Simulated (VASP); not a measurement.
# La (Im-3m) in VASP: a series of runs, part 2 of 2

VASP 6.6.1.

### Step 4. Single point, PBEsol

This run uses another cell than the first one, of 37.55 Å³/atom, 0.980 times its volume.

Contents of INCAR:

```
SYSTEM = La
PREC     = Accurate       ! precision mode
ENCUT    = 520            ! plane-wave cutoff, eV
EDIFF    = 1E-6           ! SCF threshold, eV
ISMEAR   = -1             ! smearing method
SIGMA    = 0.05           ! smearing width, eV
LREAL    = .False.        ! projectors in reciprocal space
LASPH    = .True.         ! aspherical terms in the spheres
NELM     = 80             ! most SCF steps
ALGO     = Fast           ! electronic algorithm
ISIF     = 2              ! what is computed and relaxed
LWAVE    = .False.        ! write WAVECAR
LCHARG   = .False.        ! write CHGCAR
GGA      = PS             ! functional
NBANDS   = 12             ! bands
```

Contents of KPOINTS:

```
Automatic mesh
0
Gamma
  9 9 9
  0 0 0
```

Contents of POSCAR:

```
La
1.0
   -2.1095767417      2.1095767417      2.1095767417
    2.1095767417     -2.1095767417      2.1095767417
    2.1095767417      2.1095767417     -2.1095767417
La
1
Direct
    0.0000000000      0.0000000000      0.0000000000
```

Potentials or basis: VASP PAW PBE potentials, release 64 (La).

On the command line:

```sh
$ cat potpaw_PBE.64/La/POTCAR > POTCAR
$ mpirun -np 1 vasp_std > vasp.out
```

OUTCAR:

```text
SYSTEM = La
   PREC = Accurate
   ENCUT = 520
   EDIFF = 1E-6
   ISMEAR = -1
   LREAL = .False.
   LASPH = .True.
   NELM = 80
   ISIF = 2
   GGA = PS

 ion  position               nearest neighbor table
   1  0.000  0.000  0.000-

  LATTYP: Found a body centered cubic cell.
 ALAT       =     4.2191534834

  Lattice vectors:

 A1 = (  -2.1095767417,   2.1095767417,   2.1095767417)
 A2 = (   2.1095767417,  -2.1095767417,   2.1095767417)
 A3 = (   2.1095767417,   2.1095767417,  -2.1095767417)

Analysis of symmetry for initial positions (statically):
=====================================================================
 Subroutine PRICEL returns:
 Original cell was already a primitive cell.

 Routine SETGRP: Setting up the symmetry group for a
 body centered cubic supercell.

 Subroutine GETGRP returns: Found 48 space group operations
 (whereof 48 operations were pure point group operations)
 out of a pool of 48 trial point group operations.

The static configuration has the point symmetry O_h .

Analysis of symmetry for dynamics (positions and initial velocities):
=====================================================================
 Subroutine PRICEL returns:
 Original cell was already a primitive cell.

 Routine SETGRP: Setting up the symmetry group for a
 body centered cubic supercell.

 Subroutine GETGRP returns: Found 48 space group operations
 (whereof 48 operations were pure point group operations)
 out of a pool of 48 trial point group operations.

The dynamic configuration has the point symmetry O_h .

 Subroutine INISYM returns: Found 48 space group operations
 (whereof 48 operations are pure point group operations),
 and found     1 'primitive' translations

----------------------------------------------------------------------------------------

                                     Primitive cell

  volume of cell :      37.5531

  direct lattice vectors                    reciprocal lattice vectors
    -2.109576742  2.109576742  2.109576742     0.000000000  0.237014369  0.237014369
     2.109576742 -2.109576742  2.109576742     0.237014369  0.000000000  0.237014369
     2.109576742  2.109576742 -2.109576742     0.237014369  0.237014369  0.000000000

  length of vectors
     3.653894099  3.653894099  3.653894099     0.335188935  0.335188935  0.335188935

  position of ions in fractional coordinates (direct lattice)
     0.000000000  0.000000000  0.000000000

  ion indices of the primitive-cell ions
   primitive index   ion index
                 1           1

----------------------------------------------------------------------------------------

 KPOINTS: Automatic mesh

Automatic generation of k-mesh.
 Grid dimensions read from file:
 generate k-points for:    9    9    9

 Generating k-lattice:

  Cartesian coordinates                     Fractional coordinates (reciprocal lattice)
     0.000000000  0.026334930  0.026334930     0.111111111  0.000000000  0.000000000
     0.026334930  0.000000000  0.026334930     0.000000000  0.111111111  0.000000000
     0.026334930  0.026334930  0.000000000     0.000000000  0.000000000  0.111111111

  Length of vectors
     0.037243215  0.037243215  0.037243215

  Shift w.r.t. Gamma in fractional coordinates (k-lattice)
     0.000000000  0.000000000  0.000000000

 Subroutine IBZKPT returns following result:
 ===========================================

 Found     35 irreducible k-points:

 Following reciprocal coordinates:
            Coordinates               Weight
  0.000000  0.000000  0.000000      1.000000
  0.111111  0.000000  0.000000     12.000000
  0.222222  0.000000  0.000000     12.000000
  0.333333  0.000000  0.000000     12.000000
  0.444444  0.000000  0.000000     12.000000
  0.111111  0.111111  0.000000     24.000000
[... 16 lines left out ...]
 -0.333333  0.444444  0.111111     48.000000
 -0.444444 -0.444444  0.111111     24.000000
 [... further k-points ...]
   k-points           NKPTS =     35   k-points in BZ     NKDIM =     35   number of bands    NBANDS=     12
   number of dos      NEDOS =    301   number of ions     NIONS =      1
   total plane-waves  NPLWV =  21952
   dimension x,y,z NGX =    28 NGY =   28 NGZ =   28
   dimension x,y,z NGXF=    56 NGYF=   56 NGZF=   56
   ions per type =               1
   NGX,Y,Z   is equivalent  to a cutoff of  12.74, 12.74, 12.74 a.u.
   NGXF,Y,Z  is equivalent  to a cutoff of  25.48, 25.48, 25.48 a.u.
 SYSTEM =  La
   PREC   = accura    normal or accurate (medium, high low for compatibility)
   ISTART =      0    job   : 0-new  1-cont  2-samecut
   ICHARG =      2    charge: 1-file 2-atom 10-const
   ISPIN  =      1    spin polarized calculation?
   LNONCOLLINEAR =      F non collinear calculations
   LSORBIT =      F    spin-orbit coupling
   LASPH  =      T    aspherical Exc in radial PAW
   ENCUT  =  520.0 eV  38.22 Ry    6.18 a.u.   6.79  6.79  6.79*2*pi/ulx,y,z
   NELM   =     80;   NELMIN=  2; NELMDL= -5     # of ELM steps
   EDIFF  = 0.1E-05   stopping-criterion for ELM
   LREAL  =      F    real-space projection
   EDIFFG = 0.1E-04   stopping-criterion for IOM
   NSW    =      0    number of steps for IOM
   IBRION =     -1    ionic relax: 0-MD 1-quasi-New 2-CG
   NFREE  =      0    steps in history (QN), initial steepest desc. (CG)
   ISIF   =      2    stress and relaxation
   ISYM   =      2    0-nonsym 1-usesym 2-fastsym
   POTIM  = 0.5000    time-step for ionic-motion
   TEBEG  =    0.0;   TEEND  =   0.0 temperature during run
   PSTRESS=    0.0 pullay stress
   NELECT =      11.0000    total number of electrons
   NUPDOWN=      -1.0000    fix difference up-down
   EMIN   =  10.00;   EMAX   =-10.00  energy-range for DOS
   EFERMI =   0.00;   METHOD = LEGACY
   ISMEAR =    -1;   SIGMA  =   0.05  broadening in eV -4-tet -1-fermi 0-gaus
   EFERMI_NEDOS =   21; number of points for ismear=-14 and -15
   IALGO  =     68    algorithm
   IMIX   =      4    mixing-type and parameters
     AMIX     =   0.40;   BMIX     =  1.00
     AMIX_MAG =   1.60;   BMIX_MAG =  1.00
  volume/ion in A,a.u.               =      37.55       253.42
  Fermi-wavevector in a.u.,A,eV,Ry     =   1.087236  2.054578 16.083197  1.182082
  Thomas-Fermi vector in A             =   2.223391
   LORBIT       =      0    0 simple, 1 ext, 2 COOP (PROOUT), +10 PAW based schemes
   GGA     = PS    functional components
   LHFCALC =     F    Hartree Fock is set to
   AEXX    =    0.0000 exact exchange contribution
   IVDW    =     0    specifies the selected vdW correction
   LEPSILON=     F    determine dielectric tensor
   LRPA    =     F    only Hartree local field effects (RPA)
 non-spin polarized calculation
 RMM-DIIS sequential band-by-band and
  energy-cutoff  :      520.00
  volume of cell :       37.55
 maximum number of plane-waves:      1021
   NGX = 13   NGY = 13   NGZ = 13

 number of electron      11.0000000 magnetization

 Free energy of the ion-electron system (eV)
  ---------------------------------------------------
  ext. energy  EPLUGINS =         0.00000000
  ---------------------------------------------------
  free energy    TOTEN  =        -5.20432533 eV

  energy without entropy =       -5.17791031  energy(sigma->0) =       -5.19111782

 E-fermi :   7.6166     XC(G=0):  -9.6384

 val. band max:        7.5780021025   @ k =  -0.2222   0.3333   0.1111
 cond. band min:       7.6252886016   @ k =   0.3333   0.2222   0.0000
 fundamental gap:      0.0472864990
 Fermi energy:         7.6165515585

 k-point     1 :       0.0000    0.0000    0.0000
  band No.  band energies     occupation
      1     -25.2564      2.00000
      2      -8.2005      2.00000
      3      -8.2005      2.00000
      4      -8.2005      2.00000
      5       4.3691      2.00000
      6       9.0831      0.00000
      7       9.0831      0.00000
      8       9.0831      0.00000
      9       9.1498      0.00000
     10       9.1498      0.00000
     11       9.1498      0.00000
     12       9.8819      0.00000

 k-point     2 :       0.1111    0.0000    0.0000
  band No.  band energies     occupation
      1     -25.2335      2.00000
      2      -8.3788      2.00000
      3      -8.2528      2.00000
      4      -8.2027      2.00000
      5       4.7455      2.00000
      6       8.6372      0.00000
      7       8.6414      0.00000
      8       9.1361      0.00000
      9       9.2157      0.00000
     10       9.4323      0.00000
     11       9.4491      0.00000
     12       9.8958      0.00000
[... 316 lines left out ...]
 k-point    24 :      -0.4444   -0.4444    0.1111
  band No.  band energies     occupation
      1     -25.0211      2.00000
      2      -9.4126      2.00000
      3      -8.8395      2.00000
      4      -8.4192      2.00000
      5       6.5249      2.00000
      6       7.8432      0.02125
      7       8.1977      0.00002
      8       8.9748      0.00000
      9       9.4482      0.00000
     10       9.6311      0.00000
     11       9.8111      0.00000
     12       9.8513      0.00000

 [... further k-points ...]
[... 5 lines left out ...]
  --------------------------------------------------------------------------------------
  -------------------------------------------------------------------------------------
  Total       -0.4922114     -0.4922114     -0.4922114     -0.0000000     -0.0000000     -0.0000000
  in kB      -20.9998529    -20.9998529    -20.9998529     -0.0000000     -0.0000000     -0.0000000
  external PRESSURE =     -20.9998529 kB  Pullay stress =       0.0000000 kB

 VOLUME and BASIS-vectors are now :
 -----------------------------------------------------------------------------
  energy-cutoff  :      520.00
  volume of cell :       37.55
      direct lattice vectors                 reciprocal lattice vectors
    -2.109576742  2.109576742  2.109576742     0.000000000  0.237014369  0.237014369
     2.109576742 -2.109576742  2.109576742     0.237014369  0.000000000  0.237014369
     2.109576742  2.109576742 -2.109576742     0.237014369  0.237014369  0.000000000

 POSITION                                       TOTAL-FORCE (eV/Angst)
 -----------------------------------------------------------------------------------
      0.00000      0.00000      0.00000         0.000000     -0.000000     -0.000000
 -----------------------------------------------------------------------------------
    total drift:                                0.000000      0.000000     -0.000000

  FREE ENERGIE OF THE ION-ELECTRON SYSTEM (eV)
  ---------------------------------------------------
  free  energy   TOTEN  =        -5.2043253314 eV

  energy  without entropy=       -5.1779103079  energy(sigma->0) =       -5.19111782
```

Run time: 76 s. Hardware: 1 thread of AMD EPYC 7R43 (Zen 3), shared host; peak memory 0.13 GiB.

Results:

```yaml
Free_energy: -5.2043 eV
Pressure: -2.1 GPa
```

Caveat: the PAW data sets were made with another functional, which shifts forces and pressure a little; spin-orbit coupling is left out, which moves the levels of the heavy elements.

### Step 5. Single point, PBEsol

This run uses another cell than the first one, of 39.09 Å³/atom, 1.020 times its volume.

Contents of INCAR:

```
SYSTEM = La
PREC = Accurate
ENCUT = 520
EDIFF = 1E-7
ISMEAR = -1
SIGMA = 0.05
LREAL = .False.
LASPH = .True.
NELM = 100
ALGO = Normal
ISIF = 2
LWAVE = .False.
LCHARG = .False.
GGA = PS
NBANDS = 12
```

KPOINTS is that of step 4.

Contents of POSCAR:

```
La
1.0
   -2.1378965873      2.1378965873      2.1378965873
    2.1378965873     -2.1378965873      2.1378965873
    2.1378965873      2.1378965873     -2.1378965873
La
1
Direct
    0.0000000000      0.0000000000      0.0000000000
```

On the command line:

```sh
$ cat potpaw_PBE.64/La/POTCAR > POTCAR
$ mpirun -np 1 vasp_std > vasp.out
```

Run time: 32 s. Hardware: 1 thread of AMD EPYC 7R43 (Zen 3), shared host; peak memory 0.14 GiB.

Results (log left out):

```
Free energy : -5.1801 eV
Pressure    : -2.9 GPa
```

Levels at points of the mesh, in eV from the Fermi level:
| k point | band 2 | band 3 | band 4 | band 5 | band 6 | band 7 | band 8 | band 9 | band 10 | band 11 |
| --- | --- | --- | --- | --- | --- | --- | --- | --- | --- | --- |
| (0.00, 0.00, 0.00) | -15.96 | -15.96 | -15.96 | -3.28 | 1.42 | 1.42 | 1.42 | 1.47 | 1.47 | 1.47 |

Caveat: the PAW data sets were made with another functional, which shifts forces and pressure a little; spin-orbit coupling is left out, which moves the levels of the heavy elements.

### Step 6. Overview

```tsv
cell	gap on the mesh (eV)	pressure (GPa)
a = 3.679 Å, angles 109.5°, 1 atom	none	-2.6
a = 3.629 Å, angles 109.5°, 1 atom	none	-1.7
a = 3.654 Å, angles 109.5°, 1 atom	none	-2.1
a = 3.703 Å, angles 109.5°, 1 atom	none	-2.9
```

Alike in all rows: task single point; level PBEsol; potentials or basis VASP PAW PBE potentials, release 64 (La); no spin polarisation; k mesh 9 × 9 × 9; cutoff (eV) 520; smearing fermi-dirac 0.05 eV.

Caveats: the PAW data sets were made with another functional, which shifts forces and pressure a little; spin-orbit coupling is left out, which moves the levels of the heavy elements.

Total energies depend on the potentials used, so only differences within one code and one set of settings carry meaning.
